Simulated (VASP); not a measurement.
# P (Cmce) in VASP: a series of runs, part 2 of 2

VASP 6.6.1. The steps go on from the part before.

**3. Relaxation of cell and atoms, PBE**

This run uses another cell than the first one, of 18.99 Å³/atom.

The input, INCAR:

```
SYSTEM = P
  PREC = Accurate
  ENCUT = 600
  EDIFF = 1E-6
  ISMEAR = 0
  SIGMA = 0.05
  LREAL = .False.
  LASPH = .True.
  NELM = 100
  ALGO = Normal
  ISIF = 3
  LWAVE = .False.
  LCHARG = .False.
  GGA = PE
  IBRION = 2
  NSW = 80
  EDIFFG = -0.03
```

The input, KPOINTS:

```
Automatic mesh
0
Gamma
  6 6 4
  0 0 0
```

The input, POSCAR:

```
P
1.0
    1.6568000000     -5.2390000000      0.0000000000
    1.6568000000      5.2390000000      0.0000000000
    0.0000000000      0.0000000000      4.3763000000
P
4
Direct
    0.3983200000      0.6016800000      0.5805600000
    0.6016800000      0.3983200000      0.4194400000
    0.8983200000      0.1016800000      0.9194400000
    0.1016800000      0.8983200000      0.0805600000
```

Potentials or basis: VASP PAW PBE potentials, release 64 (P).

The run is started by

```bash
> cat potpaw_PBE.64/P/POTCAR > POTCAR
> mpirun -np 1 vasp_std > vasp.out
```

OUTCAR:

```text
SYSTEM = P
   PREC = Accurate
   ENCUT = 600
   EDIFF = 1E-6
   ISMEAR = 0
   LREAL = .False.
   LASPH = .True.
   NELM = 100
   ISIF = 3
   GGA = PE
   IBRION = 2
   NSW = 80
   EDIFFG = -0.03

 ion  position               nearest neighbor table
   1  0.398  0.602  0.581-   3 2.22   3 2.22   2 2.24
   2  0.602  0.398  0.419-   4 2.22   4 2.22   1 2.24
   3  0.898  0.102  0.919-   1 2.22   1 2.22   4 2.24
   4  0.102  0.898  0.081-   2 2.22   2 2.22   3 2.24

  LATTYP: Found a base centered orthorhombic cell.
 ALAT       =     3.3136000000
 B/A-ratio  =     3.1621197489
 C/A-ratio  =     1.3207085949

  Lattice vectors:

 A1 = (   1.6568000000,  -5.2390000000,   0.0000000000)
 A2 = (   1.6568000000,   5.2390000000,   0.0000000000)
 A3 = (   0.0000000000,   0.0000000000,   4.3763000000)

Analysis of symmetry for initial positions (statically):
=====================================================================
 Subroutine PRICEL returns:
 Original cell was already a primitive cell.

 Routine SETGRP: Setting up the symmetry group for a
 base centered orthorhombic supercell.

 Subroutine GETGRP returns: Found  8 space group operations
 (whereof  4 operations were pure point group operations)
 out of a pool of  8 trial point group operations.

The static configuration has the point symmetry C_2h.
 The point group associated with its full space group is D_2h.

Analysis of symmetry for dynamics (positions and initial velocities):
=====================================================================
 Subroutine PRICEL returns:
 Original cell was already a primitive cell.

 Routine SETGRP: Setting up the symmetry group for a
 base centered orthorhombic supercell.

 Subroutine GETGRP returns: Found  8 space group operations
 (whereof  4 operations were pure point group operations)
[... 154 lines left out ...]
  ---------------------------------------------------
  free energy    TOTEN  =       -21.45503133 eV

  energy without entropy =      -21.45489877  energy(sigma->0) =      -21.45496505

------------------------ aborting loop because EDIFF is reached ----------------------------------------

  FORCE on cell =-STRESS in cart. coord.  units (eV):
  Direction    XX          YY          ZZ          XY          YZ          ZX
  --------------------------------------------------------------------------------------
  -------------------------------------------------------------------------------------
  Total        0.9125044      1.1271717      0.7399965      0.0000000      0.0000000      0.0000000
  in kB       19.2437626     23.7708715     15.6057516      0.0000000      0.0000000      0.0000000
  external PRESSURE =      19.5401286 kB  Pullay stress =       0.0000000 kB
[... 95 lines left out ...]
  FREE ENERGIE OF THE ION-ELECTRON SYSTEM (eV)
  ---------------------------------------------------
  free  energy   TOTEN  =       -21.4655120689 eV

  energy  without entropy=      -21.4654872672  energy(sigma->0) =      -21.46549967

[... ionic steps 4 to 10 ...]

--------------------------------------- Ionic step       11  -------------------------------------------

 number of electron      19.9999998 magnetization

------------------------ aborting loop because EDIFF is reached ----------------------------------------
[... 71 lines left out ...]
--------------------------------------- Ionic step       13  -------------------------------------------

 number of electron      19.9999999 magnetization

 Free energy of the ion-electron system (eV)
  ---------------------------------------------------
  ext. energy  EPLUGINS =         0.00000000
  ---------------------------------------------------
  free energy    TOTEN  =       -21.49062768 eV

  energy without entropy =      -21.49057144  energy(sigma->0) =      -21.49059956

 E-fermi :   5.5347     XC(G=0):  -9.2865

 val. band max:        5.4650577824   @ k =   0.5000   0.5000   0.0000
 cond. band min:       5.6043765809   @ k =   0.5000   0.5000   0.0000
 fundamental gap:      0.1393187985
 Fermi energy:         5.5347171825

 k-point     1 :       0.0000    0.0000    0.0000
  band No.  band energies     occupation
      1     -10.0560      2.00000
      2      -7.3410      2.00000
      3      -4.1558      2.00000
      4      -1.0482      2.00000
      5       0.5213      2.00000
      6       0.6768      2.00000
      7       1.6241      2.00000
      8       2.8306      2.00000
      9       3.1523      2.00000
     10       4.4300      2.00000
     11       6.2399      0.00000
     12       6.6595      0.00000
     13       7.5378      0.00000
     14       8.3414      0.00000
[... 377 lines left out ...]
      1      -9.3258      2.00000
      2      -7.6022      2.00000
      3      -4.2940      2.00000
      4      -2.0133      2.00000
      5      -0.0879      2.00000
      6       0.9634      2.00000
      7       1.7370      2.00000
      8       2.1507      2.00000
      9       4.0932      2.00000
     10       4.1882      2.00000
     11       6.7923      0.00000
     12       7.4799      0.00000
     13       8.2684      0.00000
     14       9.1395      0.00000

 [... further k-points ...]
[... 5 lines left out ...]
  --------------------------------------------------------------------------------------
  -------------------------------------------------------------------------------------
  Total        0.1013468      0.0263615     -0.0349097      0.0000000     -0.0000000      0.0000000
  in kB        1.9278695      0.5014622     -0.6640698      0.0000000     -0.0000000      0.0000000
  external PRESSURE =       0.5884206 kB  Pullay stress =       0.0000000 kB
[... 19 lines left out ...]
  FREE ENERGIE OF THE ION-ELECTRON SYSTEM (eV)
  ---------------------------------------------------
  free  energy   TOTEN  =       -21.4906276843 eV

  energy  without entropy=      -21.4905714361  energy(sigma->0) =      -21.49059956

 reached required accuracy - stopping structural energy minimisation
```

OSZICAR:

```text
N       E                     dE             d eps       ncg     rms          rms(c)
DAV:   1     0.730173636269E+02    0.73017E+02   -0.92136E+03  1092   0.136E+03
[... 110 lines left out ...]
       N       E                     dE             d eps       ncg     rms          rms(c)
DAV:   1    -0.214945689996E+02   -0.45995E-02   -0.30857E-01  1092   0.300E+00    0.373E-01
DAV:   2    -0.214921949945E+02    0.23740E-02   -0.15349E-02  1278   0.890E-01    0.174E-01
DAV:   3    -0.214907858430E+02    0.14092E-02   -0.26245E-03  1272   0.305E-01    0.830E-02
DAV:   4    -0.214906305534E+02    0.15529E-03   -0.77577E-04  1368   0.163E-01    0.449E-02
DAV:   5    -0.214906276362E+02    0.29171E-05   -0.48136E-05  1372   0.496E-02    0.127E-02
DAV:   6    -0.214906276843E+02   -0.48092E-07   -0.76257E-06  1340   0.179E-02
  13 F= -.21490628E+02 E0= -.21490600E+02  d E =-.333140E-02
```

Wall time 11 min (1 thread of Intel Xeon Platinum 8375C at 2.90GHz (Ice Lake), shared host); peak memory 0.28 GiB.

What came out:

| Quantity | Value |
| --- | --- |
| Free energy | -21.4906 eV |
| Relaxed volume | 21.06 Å³/atom |
| Relaxed cell | a = 5.839 Å, b = 5.839 Å, c = 4.540 Å, α = 90.00°, β = 90.00°, γ = 147.03° |
| Space group after relaxing (to 0.1 Å) | Cmce (No. 64) |
| Energy gained by relaxing | 8.9 meV/atom |
| Ionic steps | 13 |
| Pressure after relaxing | 0.1 GPa |
| Largest force after relaxing | 0.030 eV/Å |
| Band gap on the k mesh | 0.14 eV |

Forces in eV/Å, atoms in the order of the input:
```
P    0.000 -0.001  0.030
P    0.000  0.001 -0.030
P    0.000 -0.001 -0.030
P    0.000  0.001  0.030
```

The path:
```tsv
step	energy change (eV)	largest force (eV/Å)	pressure (GPa)	volume (Å³)
1	0.0000	0.0666	1.95	75.97
2	-0.0075	0.2465	-0.85	78.55
3	-0.0105	0.1402	0.09	77.63
4	-0.0141	0.1163	0.08	78.05
5	-0.0201	0.1316	0.12	79.24
6	-0.0154	0.3516	0.27	81.65
7	-0.0210	0.1829	0.18	79.93
8	-0.0229	0.1577	0.13	80.20
9	-0.0274	0.0850	0.03	81.00
10	-0.0320	0.0564	-0.10	82.62
11	-0.0323	0.1083	-0.15	83.16
12	-0.0349	0.0612	-0.03	83.77
13	-0.0356	0.0299	0.06	84.23
```

Final structure:
```
CELL_PARAMETERS angstrom
1.65670 -5.59883 0.00000
1.65670 5.59883 0.00000
0.00000 0.00000 4.54017
ATOMIC_POSITIONS crystal
P 0.40548 0.59452 0.58573
P 0.59452 0.40548 0.41427
P 0.90548 0.09452 0.91427
P 0.09452 0.90548 0.08573
```

Caveat: semilocal functionals underestimate gaps, and a narrow one can read as zero.
